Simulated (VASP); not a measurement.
# W2C (P-3m1) in VASP: further runs

W2C is run at these levels: PBE; tasks: single point.

Everything below comes from runs of VASP 6.6.1. Logs are shortened: lines on timing, memory, paths and dates and some standing lists are left out, and cuts for length are marked.

**1. The cell of the first run**

The structure is trigonal, space group P-3m1 (No. 164). The conventional cell has a = 3.090 Å, b = 3.090 Å, c = 4.709 Å, α = 90.00°, β = 90.00°, γ = 120.00°. W (site symmetry 3m) has 3 C at 2.15 Å within 2.8 Å. Within 2.8 Å of C (site symmetry -3m) lie 6 W at 2.15 Å.

**2. Single point, PBE (volume scaled by 1.02)**

The input, INCAR:

```
SYSTEM = W2C
ALGO = Normal
EDIFF = 1E-6
ENCUT = 600
GGA = PE
GGA_COMPAT = .False.
ISIF = 2
ISMEAR = -1
LASPH = .True.
LCHARG = .False.
LREAL = .False.
LWAVE = .False.
NBANDS = 23
NELM = 120
PREC = Accurate
SIGMA = 0.05
```

The input, KPOINTS:

```
k-points
0
Gamma
  10 10 6
  0 0 0
```

The input, POSCAR:

```
W2C
1.0
    3.0903776626      0.0000000000      0.0000000000
   -1.5451888313      2.6763455631      0.0000000000
    0.0000000000      0.0000000000      4.7094118698
W C
2 1
Direct
    0.6666666667      0.3333333333      0.2536690000
    0.3333333333      0.6666666667      0.7463310000
    0.0000000000      0.0000000000      0.0000000000
```

Potentials or basis: VASP PAW PBE potentials, release 64 (W_sv, C).

Launch:

```
cat potpaw_PBE.64/W_sv/POTCAR potpaw_PBE.64/C/POTCAR > POTCAR
mpirun -np 1 vasp_std > vasp.out
```

OUTCAR:

```text
SYSTEM = W2C
   EDIFF = 1E-6
   ENCUT = 600
   GGA = PE
   ISIF = 2
   ISMEAR = -1
   LASPH = .True.
   LREAL = .False.
   NELM = 120
   PREC = Accurate

 ion  position               nearest neighbor table
   1  0.667  0.333  0.254-   3 2.15   3 2.15   3 2.15   2 2.93   2 2.93   2 2.93   2 2.98   2 2.98
                             2 2.98
   2  0.333  0.667  0.746-   3 2.15   3 2.15   3 2.15   1 2.93   1 2.93   1 2.93   1 2.98   1 2.98
                             1 2.98
   3  0.000  0.000  0.000-   1 2.15   2 2.15   1 2.15   2 2.15   1 2.15   2 2.15

  LATTYP: Found a hexagonal cell.
 ALAT       =     3.0903776626
 C/A-ratio  =     1.5238952594

  Lattice vectors:

 A1 = (   3.0903776626,   0.0000000000,   0.0000000000)
 A2 = (  -1.5451888313,   2.6763455631,   0.0000000000)
 A3 = (   0.0000000000,   0.0000000000,   4.7094118698)

Analysis of symmetry for initial positions (statically):
=====================================================================
 Subroutine PRICEL returns:
 Original cell was already a primitive cell.

 Routine SETGRP: Setting up the symmetry group for a
 hexagonal supercell.

 Subroutine GETGRP returns: Found 12 space group operations
 (whereof 12 operations were pure point group operations)
 out of a pool of 24 trial point group operations.

The static configuration has the point symmetry D_3d.

Analysis of symmetry for dynamics (positions and initial velocities):
=====================================================================
 Subroutine PRICEL returns:
 Original cell was already a primitive cell.

 Routine SETGRP: Setting up the symmetry group for a
 hexagonal supercell.

 Subroutine GETGRP returns: Found 12 space group operations
 (whereof 12 operations were pure point group operations)
 out of a pool of 24 trial point group operations.

The dynamic configuration has the point symmetry D_3d.

 Subroutine INISYM returns: Found 12 space group operations
 (whereof 12 operations are pure point group operations),
 and found     1 'primitive' translations

----------------------------------------------------------------------------------------

                                     Primitive cell

  volume of cell :      38.9512

  direct lattice vectors                    reciprocal lattice vectors
     3.090377663  0.000000000  0.000000000     0.323585047  0.186821914  0.000000000
    -1.545188831  2.676345563  0.000000000     0.000000000  0.373643828  0.000000000
     0.000000000  0.000000000  4.709411870     0.000000000  0.000000000  0.212340740

  length of vectors
     3.090377663  3.090377663  4.709411870     0.373643828  0.373643828  0.212340740

  position of ions in fractional coordinates (direct lattice)
     0.666666667  0.333333333  0.253669000
     0.333333333  0.666666667  0.746331000
     0.000000000  0.000000000  0.000000000

  ion indices of the primitive-cell ions
   primitive index   ion index
                 1           1
                 2           2
                 3           3

----------------------------------------------------------------------------------------

 KPOINTS: k-points

Automatic generation of k-mesh.
 Grid dimensions read from file:
 generate k-points for:   10   10    6

 Generating k-lattice:

  Cartesian coordinates                     Fractional coordinates (reciprocal lattice)
     0.032358505  0.018682191  0.000000000     0.100000000  0.000000000  0.000000000
     0.000000000  0.037364383  0.000000000     0.000000000  0.100000000  0.000000000
     0.000000000  0.000000000  0.035390123     0.000000000  0.000000000  0.166666667

  Length of vectors
     0.037364383  0.037364383  0.035390123

  Shift w.r.t. Gamma in fractional coordinates (k-lattice)
     0.000000000  0.000000000  0.000000000

 Subroutine IBZKPT returns following result:
 ===========================================

 Found     72 irreducible k-points:

 Following reciprocal coordinates:
            Coordinates               Weight
  0.000000  0.000000  0.000000      1.000000
  0.100000  0.000000  0.000000      6.000000
  0.200000  0.000000  0.000000      6.000000
  0.300000  0.000000  0.000000      6.000000
  0.400000  0.000000  0.000000      6.000000
  0.500000  0.000000  0.000000      3.000000
[... 16 lines left out ...]
  0.000000  0.400000  0.166667      6.000000
  0.500000  0.000000  0.166667      6.000000
 [... further k-points ...]
   k-points           NKPTS =     72   k-points in BZ     NKDIM =     72   number of bands    NBANDS=     23
   number of dos      NEDOS =    301   number of ions     NIONS =      3
   total plane-waves  NPLWV =  31360
   dimension x,y,z NGX =    28 NGY =   28 NGZ =   40
   dimension x,y,z NGXF=    56 NGYF=   56 NGZF=   80
   ions per type =               2   1
   NGX,Y,Z   is equivalent  to a cutoff of  15.06, 15.06, 14.12 a.u.
   NGXF,Y,Z  is equivalent  to a cutoff of  30.13, 30.13, 28.24 a.u.
 SYSTEM =  W2C
   PREC   = accura    normal or accurate (medium, high low for compatibility)
   ISTART =      0    job   : 0-new  1-cont  2-samecut
   ICHARG =      2    charge: 1-file 2-atom 10-const
   ISPIN  =      1    spin polarized calculation?
   LNONCOLLINEAR =      F non collinear calculations
   LSORBIT =      F    spin-orbit coupling
   LASPH  =      T    aspherical Exc in radial PAW
   ENCUT  =  600.0 eV  44.10 Ry    6.64 a.u.   6.17  6.17  9.41*2*pi/ulx,y,z
   NELM   =    120;   NELMIN=  2; NELMDL= -5     # of ELM steps
   EDIFF  = 0.1E-05   stopping-criterion for ELM
   LREAL  =      F    real-space projection
   EDIFFG = 0.1E-04   stopping-criterion for IOM
   NSW    =      0    number of steps for IOM
   IBRION =     -1    ionic relax: 0-MD 1-quasi-New 2-CG
   NFREE  =      0    steps in history (QN), initial steepest desc. (CG)
   ISIF   =      2    stress and relaxation
   ISYM   =      2    0-nonsym 1-usesym 2-fastsym
   POTIM  = 0.5000    time-step for ionic-motion
   TEBEG  =    0.0;   TEEND  =   0.0 temperature during run
   PSTRESS=    0.0 pullay stress
   NELECT =      32.0000    total number of electrons
   NUPDOWN=      -1.0000    fix difference up-down
   EMIN   =  10.00;   EMAX   =-10.00  energy-range for DOS
   EFERMI =   0.00;   METHOD = LEGACY
   ISMEAR =    -1;   SIGMA  =   0.05  broadening in eV -4-tet -1-fermi 0-gaus
   EFERMI_NEDOS =   21; number of points for ismear=-14 and -15
   IALGO  =     38    algorithm
   IMIX   =      4    mixing-type and parameters
     AMIX     =   0.40;   BMIX     =  1.00
     AMIX_MAG =   1.60;   BMIX_MAG =  1.00
  volume/ion in A,a.u.               =      12.98        87.62
  Fermi-wavevector in a.u.,A,eV,Ry     =   1.533268  2.897456 31.986075  2.350910
  Thomas-Fermi vector in A             =   2.640359
   LORBIT       =      0    0 simple, 1 ext, 2 COOP (PROOUT), +10 PAW based schemes
   GGA     = PE    functional components
   LHFCALC =     F    Hartree Fock is set to
   AEXX    =    0.0000 exact exchange contribution
   IVDW    =     0    specifies the selected vdW correction
   LEPSILON=     F    determine dielectric tensor
   LRPA    =     F    only Hartree local field effects (RPA)
 non-spin polarized calculation
  energy-cutoff  :      600.00
  volume of cell :       38.95
 maximum number of plane-waves:      1328
 NGX is ok and might be reduce to    28
   NGX = 13   NGY = 13   NGZ = 19

 number of electron      32.0000000 magnetization

 Free energy of the ion-electron system (eV)
  ---------------------------------------------------
  ext. energy  EPLUGINS =         0.00000000
  ---------------------------------------------------
  free energy    TOTEN  =       -34.95574937 eV

  energy without entropy =      -34.93686553  energy(sigma->0) =      -34.94630745

 E-fermi :  11.2105     XC(G=0): -13.3462

 val. band max:       11.2035533729   @ k =   0.1000   0.1000   0.1667
 cond. band min:      11.2126427280   @ k =   0.5000   0.0000   0.3333
 fundamental gap:      0.0090893552
 Fermi energy:        11.2104924185

 k-point     1 :       0.0000    0.0000    0.0000
  band No.  band energies     occupation
      1     -63.6073      2.00000
      2     -63.5386      2.00000
      3     -28.2221      2.00000
      4     -27.6719      2.00000
      5     -27.6719      2.00000
      6     -27.5457      2.00000
[... 15 lines left out ...]
     22      17.9078      0.00000
     23      18.4607      0.00000

 k-point     2 :       0.1000    0.0000    0.0000
  band No.  band energies     occupation
      1     -63.6034      2.00000
      2     -63.5377      2.00000
      3     -28.1987      2.00000
      4     -27.7152      2.00000
      5     -27.6887      2.00000
      6     -27.5886      2.00000
[... 15 lines left out ...]
     22      17.6784      0.00000
     23      18.3055      0.00000

 k-point     3 :       0.2000    0.0000    0.0000
  band No.  band energies     occupation
      1     -63.5929      2.00000
      2     -63.5357      2.00000
      3     -28.1330      2.00000
      4     -27.8283      2.00000
      5     -27.7299      2.00000
      6     -27.6980      2.00000
[... 15 lines left out ...]
     22      17.0367      0.00000
     23      17.8015      0.00000

 k-point     4 :       0.3000    0.0000    0.0000
  band No.  band energies     occupation
      1     -63.5788      2.00000
      2     -63.5343      2.00000
      3     -28.0395      2.00000
      4     -27.9663      2.00000
      5     -27.8278      2.00000
      6     -27.7774      2.00000
[... 15 lines left out ...]
     22      16.8024      0.00000
     23      16.8809      0.00000

 k-point     5 :       0.4000    0.0000    0.0000
  band No.  band energies     occupation
      1     -63.5655      2.00000
      2     -63.5351      2.00000
      3     -28.0825      2.00000
      4     -27.9372      2.00000
      5     -27.9276      2.00000
      6     -27.8139      2.00000
[... 434 lines left out ...]
 k-point    22 :       0.4000    0.0000    0.1667
  band No.  band energies     occupation
      1     -63.5634      2.00000
      2     -63.5371      2.00000
      3     -28.1377      2.00000
      4     -27.9709      2.00000
      5     -27.8431      2.00000
      6     -27.7980      2.00000
[... 15 lines left out ...]
     22      17.0069      0.00000
     23      18.5484      0.00000

 k-point    23 :       0.0000    0.4000    0.1667
  band No.  band energies     occupation
      1     -63.5635      2.00000
      2     -63.5371      2.00000
      3     -28.1176      2.00000
      4     -27.9902      2.00000
      5     -27.8535      2.00000
      6     -27.8006      2.00000
[... 15 lines left out ...]
     22      15.8740      0.00000
     23      17.4194      0.00000

 k-point    24 :       0.5000    0.0000    0.1667
  band No.  band energies     occupation
      1     -63.5578      2.00000
      2     -63.5380      2.00000
      3     -28.1611      2.00000
      4     -28.0151      2.00000
      5     -27.8182      2.00000
      6     -27.8124      2.00000
[... 15 lines left out ...]
     22      16.0606      0.00000
     23      17.8830      0.00000

 [... further k-points ...]
[... 5 lines left out ...]
  --------------------------------------------------------------------------------------
  -------------------------------------------------------------------------------------
  Total       -1.8424534     -1.8424534     -1.6729111     -0.0000000      0.0000000      0.0000000
  in kB      -75.7855954    -75.7855954    -68.8118189     -0.0000000      0.0000000      0.0000000
  external PRESSURE =     -73.4610032 kB  Pullay stress =       0.0000000 kB

 VOLUME and BASIS-vectors are now :
 -----------------------------------------------------------------------------
  energy-cutoff  :      600.00
  volume of cell :       38.95
      direct lattice vectors                 reciprocal lattice vectors
     3.090377663  0.000000000  0.000000000     0.323585047  0.186821914  0.000000000
    -1.545188831  2.676345563  0.000000000     0.000000000  0.373643828  0.000000000
     0.000000000  0.000000000  4.709411870     0.000000000  0.000000000  0.212340740

 POSITION                                       TOTAL-FORCE (eV/Angst)
 -----------------------------------------------------------------------------------
      1.54519      0.89212      1.19463         0.000000      0.000000     -0.115269
     -0.00000      1.78423      3.51478        -0.000000     -0.000000      0.115269
      0.00000      0.00000      0.00000        -0.000000      0.000000      0.000000
 -----------------------------------------------------------------------------------
    total drift:                                0.000000      0.000000      0.000000

  FREE ENERGIE OF THE ION-ELECTRON SYSTEM (eV)
  ---------------------------------------------------
  free  energy   TOTEN  =       -34.9557493671 eV

  energy  without entropy=      -34.9368655334  energy(sigma->0) =      -34.94630745
```

Wall time 2 min (1 thread of Intel Xeon 8259CL, shared host); peak memory 0.23 GiB.

Results:

```
Free energy            : -34.9557 eV
Pressure               : -7.3 GPa
Largest force          : 0.115 eV/Å
Band gap on the k mesh : zero (band 16 reaches 12.58 eV, above the bottom of band 17 at 10.18 eV)
```

Forces on the atoms (eV/Å):
```
W    0.000  0.000 -0.115
W    0.000  0.000  0.115
C    0.000  0.000  0.000
```

Stress tensor (GPa, compression positive):
```
-7.58  0.00  0.00
 0.00 -7.58  0.00
 0.00  0.00 -6.88
```

Levels at points of the mesh, in eV from the Fermi level:
```csv
k point,band 12,band 13,band 14,band 15,band 16,band 17,band 18,band 19,band 20,band 21
"(0.00, 0.00, 0.00)",-5.28,-3.96,-1.40,-1.29,-1.29,-1.02,-1.02,0.57,0.57,1.57
"(0.50, 0.00, 0.00)",-5.64,-5.26,-3.34,-1.72,1.37,2.21,2.52,2.96,3.12,3.44
"(0.00, 0.00, 0.50)",-5.59,-3.13,-2.73,-2.20,-2.20,1.02,1.02,1.61,1.61,3.27
"(0.50, 0.00, 0.50)",-5.16,-3.97,-2.59,-2.42,-0.44,0.29,1.98,2.52,2.78,3.11
```

Caveat: spin-orbit coupling is left out, which moves the levels of the heavy elements.

**3. Single point, PBE (volume scaled by 1.06)**

The input, INCAR:

```
SYSTEM = W2C
PREC     = Accurate       ! precision mode
ENCUT    = 600            ! plane-wave cutoff, eV
EDIFF    = 1E-6           ! SCF threshold, eV
ISMEAR   = -1             ! smearing method
SIGMA    = 0.05           ! smearing width, eV
LREAL    = .False.        ! projectors in reciprocal space
LASPH    = .True.         ! aspherical terms in the spheres
NELM     = 120            ! most SCF steps
ALGO     = Normal         ! electronic algorithm
ISIF     = 2              ! what is computed and relaxed
LWAVE    = .False.        ! write WAVECAR
LCHARG   = .False.        ! write CHGCAR
GGA      = PE             ! functional
NBANDS   = 23             ! bands
GGA_COMPAT= .False.
```

The input, KPOINTS:

```
regular mesh
0
Gamma
  10 10 6
  0 0 0
```

The input, POSCAR:

```
W2C
1.0
    3.1302579020      0.0000000000      0.0000000000
   -1.5651289510      2.7108828635      0.0000000000
    0.0000000000      0.0000000000      4.7701851776
W C
2 1
Direct
    0.6666666667      0.3333333333      0.2536690000
    0.3333333333      0.6666666667      0.7463310000
    0.0000000000      0.0000000000      0.0000000000
```

Potentials or basis: VASP PAW PBE potentials, release 64 (W_sv, C).

Launch:

```
cat potpaw_PBE.64/W_sv/POTCAR potpaw_PBE.64/C/POTCAR > POTCAR
mpirun -np 1 vasp_std > vasp.out
```

It took 2.1 min on 1 thread of Intel Xeon 8259CL, shared host; peak memory 0.23 GiB.

The run converged. Its results:

| Quantity | Value |
| --- | --- |
| Free energy | -34.8337 eV |
| Pressure | -18.1 GPa |
| Largest force | 0.414 eV/Å |
| Band gap on the k mesh | zero (band 16 reaches 11.96 eV, above the bottom of band 17 at 9.70 eV) |

Forces in eV/Å, atoms in the order of the input:
```
W    0.000  0.000 -0.414
W    0.000  0.000  0.414
C    0.000  0.000  0.000
```

Levels at points of the mesh, in eV from the Fermi level:
```csv
k point,band 13,band 14,band 15,band 16,band 17,band 18,band 19,band 20
"(0.00, 0.00, 0.00)",-3.95,-1.32,-1.22,-1.22,-0.97,-0.97,0.55,0.55
"(0.50, 0.00, 0.00)",-5.00,-3.23,-1.68,1.29,2.10,2.36,2.78,2.92
"(0.00, 0.00, 0.50)",-2.99,-2.65,-2.09,-2.09,0.96,0.96,1.51,1.51
"(0.50, 0.00, 0.50)",-3.78,-2.53,-2.39,-0.42,0.30,1.86,2.36,2.62
```

Caveat: spin-orbit coupling is left out, which moves the levels of the heavy elements.
